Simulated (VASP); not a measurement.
# Au (Pm-3m) in VASP: a series of runs

Au is run at these levels: PBEsol; tasks: single point.

Program: VASP 6.6.1. These are calculated values, not measurements. Logs are shortened: lines on timing, memory, paths and dates and some standing lists are left out, and cuts for length are marked.

### 1 The cell of the first run

Symmetry: Pm-3m, No. 221, cubic system. Conventional cell: a = 2.730 Å, b = 2.730 Å, c = 2.730 Å, α = 90.00°, β = 90.00°, γ = 90.00°. Au (site symmetry m-3m) has 6 Au at 2.73 Å within 3.6 Å.

### 2 Single point, PBEsol (volume scaled by 1.04)

Input file INCAR:

```
PREC = Accurate
ENCUT = 520
EDIFF = 1E-7
ISMEAR = -1
SIGMA = 0.1
LREAL = False
LASPH = True
NELM = 100
ALGO = Normal
ISIF = 2
LWAVE = False
LCHARG = False
GGA = PS
NBANDS = 12
```

Input file KPOINTS:

```
regular mesh
0
Gamma
  13 13 13
```

Input file POSCAR:

```
Au
1.0
    2.7297164799      0.0000000000      0.0000000000
    0.0000000000      2.7297164799      0.0000000000
    0.0000000000      0.0000000000      2.7297164799
Au
1
Direct
    0.0000000000      0.0000000000      0.0000000000
```

Potentials or basis: VASP PAW PBE potentials, release 64 (Au).

On the command line:

```bash
> cat potpaw_PBE.64/Au/POTCAR > POTCAR
> mpirun -np 1 vasp_std > vasp.out
```

OUTCAR:

```text
PREC = Accurate
   ENCUT = 520
   EDIFF = 1E-7
   ISMEAR = -1
   LREAL = False
   LASPH = True
   NELM = 100
   ISIF = 2
   GGA = PS

 ion  position               nearest neighbor table
   1  0.000  0.000  0.000-

  LATTYP: Found a simple cubic cell.
 ALAT       =     2.7297164799

  Lattice vectors:

 A1 = (   2.7297164799,   0.0000000000,   0.0000000000)
 A2 = (   0.0000000000,   2.7297164799,   0.0000000000)
 A3 = (   0.0000000000,   0.0000000000,   2.7297164799)

Analysis of symmetry for initial positions (statically):
=====================================================================
 Subroutine PRICEL returns:
 Original cell was already a primitive cell.

 Routine SETGRP: Setting up the symmetry group for a
 simple cubic supercell.

 Subroutine GETGRP returns: Found 48 space group operations
 (whereof 48 operations were pure point group operations)
 out of a pool of 48 trial point group operations.

The static configuration has the point symmetry O_h .

Analysis of symmetry for dynamics (positions and initial velocities):
=====================================================================
 Subroutine PRICEL returns:
 Original cell was already a primitive cell.

 Routine SETGRP: Setting up the symmetry group for a
 simple cubic supercell.

 Subroutine GETGRP returns: Found 48 space group operations
 (whereof 48 operations were pure point group operations)
 out of a pool of 48 trial point group operations.

The dynamic configuration has the point symmetry O_h .

 Subroutine INISYM returns: Found 48 space group operations
 (whereof 48 operations are pure point group operations),
 and found     1 'primitive' translations

----------------------------------------------------------------------------------------

                                     Primitive cell

  volume of cell :      20.3401

  direct lattice vectors                    reciprocal lattice vectors
     2.729716480  0.000000000  0.000000000     0.366338412  0.000000000  0.000000000
     0.000000000  2.729716480  0.000000000     0.000000000  0.366338412  0.000000000
     0.000000000  0.000000000  2.729716480     0.000000000  0.000000000  0.366338412

  length of vectors
     2.729716480  2.729716480  2.729716480     0.366338412  0.366338412  0.366338412

  position of ions in fractional coordinates (direct lattice)
     0.000000000  0.000000000  0.000000000

  ion indices of the primitive-cell ions
   primitive index   ion index
                 1           1

----------------------------------------------------------------------------------------

 KPOINTS: regular mesh

Automatic generation of k-mesh.
 Grid dimensions read from file:
 generate k-points for:   13   13   13

 Generating k-lattice:

  Cartesian coordinates                     Fractional coordinates (reciprocal lattice)
     0.028179878  0.000000000  0.000000000     0.076923077  0.000000000  0.000000000
     0.000000000  0.028179878  0.000000000     0.000000000  0.076923077  0.000000000
     0.000000000  0.000000000  0.028179878     0.000000000  0.000000000  0.076923077

  Length of vectors
     0.028179878  0.028179878  0.028179878

  Shift w.r.t. Gamma in fractional coordinates (k-lattice)
     0.000000000  0.000000000  0.000000000

 Subroutine IBZKPT returns following result:
 ===========================================

 Found     84 irreducible k-points:

 Following reciprocal coordinates:
            Coordinates               Weight
  0.000000  0.000000  0.000000      1.000000
  0.076923  0.000000  0.000000      6.000000
  0.153846  0.000000  0.000000      6.000000
  0.230769  0.000000  0.000000      6.000000
  0.307692  0.000000  0.000000      6.000000
  0.384615  0.000000  0.000000      6.000000
[... 16 lines left out ...]
  0.307692  0.307692  0.000000     12.000000
  0.384615  0.307692  0.000000     24.000000
 [... further k-points ...]
   k-points           NKPTS =     84   k-points in BZ     NKDIM =     84   number of bands    NBANDS=     12
   number of dos      NEDOS =    301   number of ions     NIONS =      1
   total plane-waves  NPLWV =   8000
   dimension x,y,z NGX =    20 NGY =   20 NGZ =   20
   dimension x,y,z NGXF=    40 NGYF=   40 NGZF=   40
   ions per type =               1
   NGX,Y,Z   is equivalent  to a cutoff of  12.18, 12.18, 12.18 a.u.
   NGXF,Y,Z  is equivalent  to a cutoff of  24.36, 24.36, 24.36 a.u.
 SYSTEM =  unknown system
   PREC   = accura    normal or accurate (medium, high low for compatibility)
   ISTART =      0    job   : 0-new  1-cont  2-samecut
   ICHARG =      2    charge: 1-file 2-atom 10-const
   ISPIN  =      1    spin polarized calculation?
   LNONCOLLINEAR =      F non collinear calculations
   LSORBIT =      F    spin-orbit coupling
   LASPH  =      T    aspherical Exc in radial PAW
   ENCUT  =  520.0 eV  38.22 Ry    6.18 a.u.   5.08  5.08  5.08*2*pi/ulx,y,z
   NELM   =    100;   NELMIN=  2; NELMDL= -5     # of ELM steps
   EDIFF  = 0.1E-06   stopping-criterion for ELM
   LREAL  =      F    real-space projection
   EDIFFG = 0.1E-05   stopping-criterion for IOM
   NSW    =      0    number of steps for IOM
   IBRION =     -1    ionic relax: 0-MD 1-quasi-New 2-CG
   NFREE  =      0    steps in history (QN), initial steepest desc. (CG)
   ISIF   =      2    stress and relaxation
   ISYM   =      2    0-nonsym 1-usesym 2-fastsym
   POTIM  = 0.5000    time-step for ionic-motion
   TEBEG  =    0.0;   TEEND  =   0.0 temperature during run
   PSTRESS=    0.0 pullay stress
   NELECT =      11.0000    total number of electrons
   NUPDOWN=      -1.0000    fix difference up-down
   EMIN   =  10.00;   EMAX   =-10.00  energy-range for DOS
   EFERMI =   0.00;   METHOD = LEGACY
   ISMEAR =    -1;   SIGMA  =   0.10  broadening in eV -4-tet -1-fermi 0-gaus
   EFERMI_NEDOS =   21; number of points for ismear=-14 and -15
   IALGO  =     38    algorithm
   IMIX   =      4    mixing-type and parameters
     AMIX     =   0.40;   BMIX     =  1.00
     AMIX_MAG =   1.60;   BMIX_MAG =  1.00
  volume/ion in A,a.u.               =      20.34       137.26
  Fermi-wavevector in a.u.,A,eV,Ry     =   1.333792  2.520502 24.204788  1.779002
  Thomas-Fermi vector in A             =   2.462623
   LORBIT       =      0    0 simple, 1 ext, 2 COOP (PROOUT), +10 PAW based schemes
   GGA     = PS    functional components
   LHFCALC =     F    Hartree Fock is set to
   AEXX    =    0.0000 exact exchange contribution
   IVDW    =     0    specifies the selected vdW correction
   LEPSILON=     F    determine dielectric tensor
   LRPA    =     F    only Hartree local field effects (RPA)
 non-spin polarized calculation
  energy-cutoff  :      520.00
  volume of cell :       20.34
 maximum number of plane-waves:       555
   NGX = 11   NGY = 11   NGZ = 11

 number of electron      10.9999996 magnetization

 Free energy of the ion-electron system (eV)
  ---------------------------------------------------
  ext. energy  EPLUGINS =         0.00000000
  ---------------------------------------------------
  free energy    TOTEN  =        -3.64547786 eV

  energy without entropy =       -3.63451267  energy(sigma->0) =       -3.63999526

 E-fermi :   6.2449     XC(G=0): -11.7340

 val. band max:        6.1357501364   @ k =   0.4615   0.0769   0.0769
 cond. band min:       6.4132015846   @ k =   0.3846   0.2308   0.2308
 fundamental gap:      0.2774514483
 Fermi energy:         6.2449459777

 k-point     1 :       0.0000    0.0000    0.0000
  band No.  band energies     occupation
      1      -1.6370      2.00000
      2       0.5955      2.00000
      3       0.5955      2.00000
      4       4.9352      2.00000
      5       4.9352      2.00000
      6       4.9352      2.00000
      7      20.2544      0.00000
      8      20.2544      0.00000
      9      20.2544      0.00000
     10      25.0895      0.00000
     11      27.6019      0.00000
     12      27.6019      0.00000

 k-point     2 :       0.0769    0.0000    0.0000
  band No.  band energies     occupation
      1      -1.4915      2.00000
      2       0.6179      2.00000
      3       0.7106      2.00000
      4       4.8366      2.00000
      5       4.8366      2.00000
      6       4.9431      2.00000
      7      19.0871      0.00000
      8      20.4947      0.00000
      9      20.4947      0.00000
     10      25.7129      0.00000
     11      27.1050      0.00000
     12      28.3363      0.00000

 k-point     3 :       0.1538    0.0000    0.0000
  band No.  band energies     occupation
      1      -1.0970      2.00000
      2       0.6806      2.00000
      3       1.0786      2.00000
      4       4.5742      2.00000
      5       4.5742      2.00000
      6       4.9650      1.99999
      7      16.9127      0.00000
      8      21.1723      0.00000
      9      21.1723      0.00000
     10      26.0160      0.00000
     11      26.1275      0.00000
     12      30.6193      0.00000
[... 286 lines left out ...]
 k-point    23 :       0.3077    0.3077    0.0000
  band No.  band energies     occupation
      1       0.8767      2.00000
      2       1.6911      2.00000
      3       3.3464      2.00000
      4       3.9959      2.00000
      5       4.0883      2.00000
      6       4.5186      2.00000
      7      13.8340      0.00000
      8      15.6959      0.00000
      9      22.7632      0.00000
     10      26.4371      0.00000
     11      26.7361      0.00000
     12      29.3253      0.00000

 k-point    24 :       0.3846    0.3077    0.0000
  band No.  band energies     occupation
      1       1.0380      2.00000
      2       1.4523      2.00000
      3       3.7219      2.00000
      4       3.7835      2.00000
      5       4.0919      2.00000
      6       5.9071      1.93403
      7      12.0459      0.00000
      8      16.2494      0.00000
      9      21.2413      0.00000
     10      25.9725      0.00000
     11      28.0089      0.00000
     12      28.9316      0.00000

 [... further k-points ...]
[... 5 lines left out ...]
  --------------------------------------------------------------------------------------
  -------------------------------------------------------------------------------------
  Total       -0.6057902     -0.6057902     -0.6057902      0.0000000     -0.0000000      0.0000000
  in kB      -47.7177754    -47.7177754    -47.7177754      0.0000000     -0.0000000      0.0000000
  external PRESSURE =     -47.7177754 kB  Pullay stress =       0.0000000 kB

 VOLUME and BASIS-vectors are now :
 -----------------------------------------------------------------------------
  energy-cutoff  :      520.00
  volume of cell :       20.34
      direct lattice vectors                 reciprocal lattice vectors
     2.729716480  0.000000000  0.000000000     0.366338412  0.000000000  0.000000000
     0.000000000  2.729716480  0.000000000     0.000000000  0.366338412  0.000000000
     0.000000000  0.000000000  2.729716480     0.000000000  0.000000000  0.366338412

 POSITION                                       TOTAL-FORCE (eV/Angst)
 -----------------------------------------------------------------------------------
      0.00000      0.00000      0.00000         0.000000      0.000000      0.000000
 -----------------------------------------------------------------------------------
    total drift:                               -0.000000      0.000000     -0.000000

  FREE ENERGIE OF THE ION-ELECTRON SYSTEM (eV)
  ---------------------------------------------------
  free  energy   TOTEN  =        -3.6454778575 eV

  energy  without entropy=       -3.6345126701  energy(sigma->0) =       -3.63999526
```

It took 6.4 s on 1 thread of AMD EPYC 9R45 (Zen 5), shared host; peak memory 0.11 GiB.

Results:

| Item | Value |
| --- | --- |
| Free energy | -3.6455 eV |
| Pressure | -4.8 GPa |

Levels at points of the mesh, in eV from the Fermi level:
| k point | band 2 | band 3 | band 4 | band 5 | band 6 | band 7 | band 8 | band 9 | band 10 | band 11 |
| --- | --- | --- | --- | --- | --- | --- | --- | --- | --- | --- |
| (0.00, 0.00, 0.00) | -5.65 | -5.65 | -1.31 | -1.31 | -1.31 | 14.01 | 14.01 | 14.01 | 18.84 | 21.36 |

Caveat: the PAW data sets were made with another functional, which shifts forces and pressure a little; spin-orbit coupling is left out, which moves the levels of the heavy elements.

### 3 Single point, PBEsol (volume scaled by 1.08)

Input file INCAR:

```
SYSTEM = Au
PREC = Accurate
ENCUT = 520
EDIFF = 1E-7
ISMEAR = -1
SIGMA = 0.1
LREAL = .FALSE.
LASPH = .TRUE.
NELM = 100
ALGO = Normal
ISIF = 2
LWAVE = .FALSE.
LCHARG = .FALSE.
GGA = PS
NBANDS = 12
```

Input file KPOINTS:

```
Automatic mesh
0
G
  13 13 13
  0 0 0
```

Input file POSCAR:

```
Au
1.0
    2.7642735216      0.0000000000      0.0000000000
    0.0000000000      2.7642735216      0.0000000000
    0.0000000000      0.0000000000      2.7642735216
Au
1
Direct
    0.0000000000      0.0000000000      0.0000000000
```

Potentials or basis: VASP PAW PBE potentials, release 64 (Au).

On the command line:

```bash
> cat potpaw_PBE.64/Au/POTCAR > POTCAR
> mpirun -np 1 vasp_std > vasp.out
```

Wall time 9 s (1 thread of AMD EPYC 9R45 (Zen 5), shared host); peak memory 0.12 GiB.

It converged, with:

```yaml
Free_energy: -3.6138 eV
Pressure: -8.3 GPa
```

Levels at points of the mesh, in eV from the Fermi level:
| k point | band 2 | band 3 | band 4 | band 5 | band 6 | band 7 | band 8 | band 9 | band 10 | band 11 |
| --- | --- | --- | --- | --- | --- | --- | --- | --- | --- | --- |
| (0.00, 0.00, 0.00) | -5.40 | -5.40 | -1.32 | -1.32 | -1.32 | 13.79 | 13.79 | 13.79 | 18.44 | 20.91 |

Caveat: the PAW data sets were made with another functional, which shifts forces and pressure a little; spin-orbit coupling is left out, which moves the levels of the heavy elements.

### 4 Single point, PBEsol (volume scaled by 1.12)

Input file INCAR:

```
PREC = Accurate ; ENCUT = 520
EDIFF = 1E-6 ; ISMEAR = -1
SIGMA = 0.1 ; LREAL = False
LASPH = True ; NELM = 100
ALGO = Normal ; ISIF = 2
LWAVE = False ; LCHARG = False
GGA = PS ; NBANDS = 12
```

Input file KPOINTS:

```
regular mesh
0
Gamma
  13 13 13
```

Input file POSCAR:

```
Au
1.0
    2.7979874970      0.0000000000      0.0000000000
    0.0000000000      2.7979874970      0.0000000000
    0.0000000000      0.0000000000      2.7979874970
Au
1
Direct
    0.0000000000      0.0000000000      0.0000000000
```

On the command line:

```bash
> cat potpaw_PBE.64/Au/POTCAR > POTCAR
> mpirun -np 1 vasp_std > vasp.out
```

Run time: 9 s. Hardware: 1 thread of AMD EPYC 9R45 (Zen 5), shared host; peak memory 0.12 GiB.

The run converged. Its results:

| Quantity | Value |
| --- | --- |
| Free energy | -3.5671 eV |
| Pressure | -10.9 GPa |

Levels at points of the mesh, in eV from the Fermi level:
| k point | band 4 | band 5 | band 6 | band 7 | band 8 | band 9 |
| --- | --- | --- | --- | --- | --- | --- |
| (0.00, 0.00, 0.00) | -1.34 | -1.34 | -1.34 | 13.57 | 13.57 | 13.57 |

Caveat: the PAW data sets were made with another functional, which shifts forces and pressure a little; spin-orbit coupling is left out, which moves the levels of the heavy elements.

### 5 Summary

| cell | gap on the mesh (eV) | pressure (GPa) |
| --- | --- | --- |
| a = 2.730 Å, 1 atom | none | -4.8 |
| a = 2.764 Å, 1 atom | none | -8.3 |
| a = 2.798 Å, 1 atom | none | -10.9 |

Alike in all rows: task single point; level PBEsol; potentials or basis VASP PAW PBE potentials, release 64 (Au); no spin polarisation; k mesh 13 × 13 × 13; cutoff (eV) 520; smearing fermi-dirac 0.1 eV.

Caveats: the PAW data sets were made with another functional, which shifts forces and pressure a little; spin-orbit coupling is left out, which moves the levels of the heavy elements.

Absolute energies hang on the potentials; compare differences alone.
